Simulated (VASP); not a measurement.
Write the native input for VASP 6.6.1 that does the following.

```
Task                    : single point
Functional              : PBE
Potentials or basis     : VASP PAW PBE potentials, release 64 (Cd, Hg, Se)
Cutoff                  : 520 eV
k mesh                  : 8 × 8 × 4
Occupations             : gaussian, width 0.01 eV
Spin                    : no spin polarisation
Dipole correction       : no
k mesh for the DOS      : 12 × 12 × 6
Occupations for the DOS : tetrahedron
Further INCAR settings  : ALGO = Normal; EDIFF = 1e-07
```

Crystal: Cd3HgSe4.

```
CELL_PARAMETERS angstrom
4.39774 0.00000 0.00000
0.00000 4.39774 0.00000
0.00000 0.00000 12.39272
ATOMIC_POSITIONS crystal
Cd 0.00000 0.00000 0.74861
Cd 0.00000 0.00000 0.25139
Cd 0.50000 0.50000 0.50000
Hg 0.50000 0.50000 0.00000
Se 0.50000 0.00000 0.87265
Se 0.00000 0.50000 0.12735
Se 0.50000 0.00000 0.37570
Se 0.00000 0.50000 0.62430
```

These files were run (other wordings do the same):

POSCAR

```
Cd3HgSe4
1.0
    4.3977402514      0.0000000000      0.0000000000
    0.0000000000      4.3977402514      0.0000000000
    0.0000000000      0.0000000000     12.3927200483
Cd Hg Se
3 1 4
Direct
    0.0000000000      0.0000000000      0.7486142063
    0.0000000000      0.0000000000      0.2513857937
    0.5000000000      0.5000000000      0.5000000000
    0.5000000000      0.5000000000      0.0000000000
    0.5000000000      0.0000000000      0.8726469967
    0.0000000000      0.5000000000      0.1273530033
    0.5000000000      0.0000000000      0.3756999390
    0.0000000000      0.5000000000      0.6243000610
```

INCAR.step1

```
ALGO = Normal
EDIFF = 1E-7
ENCUT = 520
GGA = PE
ISIF = 2
ISMEAR = 0
LASPH = T
LCHARG = T
LREAL = F
LWAVE = F
NBANDS = 46
NELM = 80
PREC = Accurate
SIGMA = 0.01
```

KPOINTS.step1

```
k-points
0
Gamma
  8 8 4
```

INCAR.step2

```
ALGO = Normal
EDIFF = 1E-7
ENCUT = 520
GGA = PE
ICHARG = 11
ISIF = 2
ISMEAR = -5
LASPH = T
LCHARG = F
LORBIT = 11
LREAL = F
LWAVE = F
NEDOS = 2001
NELM = 80
PREC = Accurate
SIGMA = 0.01
```

KPOINTS.step2

```
k-points
0
Gamma
  12 12 6
```

Potentials or basis: VASP PAW PBE potentials, release 64 (Cd, Hg, Se).

The run is started by

```bash
$ cat potpaw_PBE.64/Cd/POTCAR potpaw_PBE.64/Hg/POTCAR potpaw_PBE.64/Se/POTCAR > POTCAR
$ cp INCAR.step1 INCAR
$ cp KPOINTS.step1 KPOINTS
$ mpirun -np 1 vasp_std > vasp.out
$ cp INCAR.step2 INCAR
$ cp KPOINTS.step2 KPOINTS
$ mpirun -np 1 vasp_std > vasp.out
```

Results of the run:

The valence electrons inside the program's atomic spheres are Cd 10.28; Hg 10.44; Se 3.80, 3.83 (each value once).

Run time: 49 min on 1 thread of Oxide Virtual Turin-like Processor, with other jobs on the host, peak memory 1 GiB.
